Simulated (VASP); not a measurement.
## W: single point with r2SCAN

The system is W.

```
W
1.0
     4.53802    0.00000    0.00000
    -2.26901    3.93004    0.00000
     0.00000    0.00000    2.52088
W
3
Direct
  0.00000 0.00000 0.00000
  0.33333 0.66667 0.50000
  0.66667 0.33333 0.50000
```

This cell differs from its parent crystal: volume scaled by 0.92.

* Program: VASP 6.6.1
* Task: single point
* Functional: r2SCAN
* Potentials or basis: VASP PAW PBE potentials, release 64 (W_sv)
* Cutoff: 520 eV
* k mesh: 9 × 9 × 14
* Occupations: fermi-dirac, width 0.1 eV
* Spin: no spin polarisation
* Dipole correction: no
* Further INCAR settings: ALGO = Normal; EDIFF = 1e-07; NBANDS = 28

* Pressure: 30.7 GPa
* Band gap on the k mesh: zero (band 21 reaches 12.49 eV, above the bottom of band 22 at 11.41 eV)

Stress tensor (GPa, compression positive):
```
30.20  0.00  0.00
 0.00 30.20  0.00
 0.00  0.00 31.77
```

Levels at points of the mesh, in eV from the Fermi level:
| k point | band 17 | band 18 | band 19 | band 20 | band 21 | band 22 | band 23 | band 24 | band 25 | band 26 |
| --- | --- | --- | --- | --- | --- | --- | --- | --- | --- | --- |
| (0.00, 0.00, 0.00) | -2.92 | -2.91 | -2.91 | -2.79 | -0.42 | -0.42 | 2.57 | 2.57 | 2.64 | 2.64 |
| (0.00, 0.00, 0.50) | -4.62 | -2.93 | -1.33 | -1.33 | 0.28 | 0.28 | 3.74 | 3.74 | 4.67 | 4.67 |

It took 3 min on 1 thread of Intel(R) Xeon(R) Platinum 8559C (Emerald Rapids), with other jobs on the host, peak memory 0.22 GiB.

Caveat: the PAW data sets were made with another functional, which shifts forces and pressure a little; spin-orbit coupling is left out, which moves the levels of the heavy elements.
